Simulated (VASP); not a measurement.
A run of VASP 6.6.1 is set up as follows.

File INCAR:

```
SYSTEM = Ir
ALGO = Normal ; EDIFF = 1E-6
ENCUT = 520 ; GGA = PE
ISIF = 2 ; ISMEAR = 0
LASPH = .TRUE. ; LCHARG = .TRUE.
LELF = .TRUE. ; LREAL = .FALSE.
LVHAR = .TRUE. ; LWAVE = .FALSE.
NBANDS = 16 ; NELM = 60
PREC = Accurate ; SIGMA = 0.15
```

File KPOINTS:

```
k-points
0
G
  18 18 10
  0 0 0
```

The input POSCAR:

```
Ir
1.0
    2.8302000000      0.0000000000      0.0000000000
   -1.4151000000      2.4510250978      0.0000000000
    0.0000000000      0.0000000000      4.5717000000
Ir
2
Direct
    0.6666666667      0.3333333333      0.7500000000
    0.3333333333      0.6666666667      0.2500000000
```

Potentials or basis: VASP PAW PBE potentials, release 64 (Ir).

Run with:

```bash
$ cat potpaw_PBE.64/Ir/POTCAR > POTCAR
$ mpirun -np 1 vasp_std > vasp.out
```

Q: What does it give for the pressure?

A: -23.2 GPa.

Q: Predict the band gap on the k mesh.

A: Zero (band 9 reaches 9.42 eV, above the bottom of band 10 at 6.66 eV).

Stress tensor (GPa, compression positive):
```
-23.27   0.00   0.00
  0.00 -23.27   0.00
  0.00   0.00 -23.06
```

Caveat: spin-orbit coupling is left out, which moves the levels of the heavy elements.
